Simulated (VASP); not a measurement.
Wanted: the native input for a VASP 6.6.1 run.

```yaml
Task: single point
Functional: PBEsol
Potentials_or_basis: VASP PAW PBE potentials, release 64 (C)
Cutoff: 520 eV
k_mesh: 9 × 9 × 1
Occupations: methfessel-paxton, width 0.1 eV
Spin: no spin polarisation
Dipole_correction: no
Further_INCAR_settings: ALGO = Normal; EDIFF = 1e-06; NBANDS = 16
```

The structure of C lies in POSCAR:

```
C
1.0
    2.4592299254     -0.0000000029      0.0000000000
   -1.2296149602      2.1297555906      0.0000000000
    0.0000000000      0.0000000000     24.1455139004
C
4
Direct
    0.0000000000      0.0000000000      0.5722748435
    0.0000000000      0.0000000000      0.4277251565
    0.3333333333      0.6666666667      0.4276860954
    0.6666666667      0.3333333333      0.5723139046
```

One way to write it, as run:

INCAR

```
SYSTEM = C
PREC = Accurate
ENCUT = 520
EDIFF = 1E-6
ISMEAR = 1
SIGMA = 0.1
LREAL = .False.
LASPH = .True.
NELM = 60
ALGO = Normal
ISIF = 2
LWAVE = .False.
LCHARG = .True.
GGA = PS
LELF = .True.
LVHAR = .True.
NBANDS = 16
```

KPOINTS

```
regular mesh
0
Gamma
  9 9 1
  0 0 0
```

Potentials or basis: VASP PAW PBE potentials, release 64 (C).

Launch:

```console
$ cat potpaw_PBE.64/C/POTCAR > POTCAR
$ mpirun -np 1 vasp_std > vasp.out
```

Results of the run:

```json
{
 "Band gap on the k mesh": "zero (filled and empty bands touch)"
}
```

It took 44 s on 1 thread of AMD EPYC 7R43 64-Core Processor (Zen 3), with other jobs on the host, peak memory 0.18 GiB.
